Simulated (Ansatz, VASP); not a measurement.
## One calculation of Ta, two programs

```
Ta
1.0
     0.00000    2.16859    2.16859
     2.16859    0.00000    2.16859
     2.16859    2.16859    0.00000
Ta
1
Direct
  0.00000 0.00000 0.00000
```

Alike in both runs: task single point; functional PBEsol; k mesh 21 × 21 × 21; occupations fermi-dirac, width 0.1 eV; no spin polarisation.

|  | VASP | Ansatz |
| --- | --- | --- |
| version | VASP 6.6.1 | Ansatz 0.2.0 |
| potentials or method | VASP PAW PBE potentials, release 64 (Ta_pv), cutoff 520 eV | plane waves (420 eV) with PAW, scalar-relativistic |
| valence electrons in the cell | 11 | 13 |

Ansatz gave:

* pressure (GPa): -18.4

Task: Estimate VASP's values.

Result: Pressure (GPa): -18.5.

VASP's potentials were made for PBE, not for PBEsol, and Ansatz warns of the same on its side. VASP's potentials hold 11 valence electrons a cell and Ansatz's 13, so a difference there can come from the potentials and not from the codes.

Neither program's run includes spin-orbit coupling.
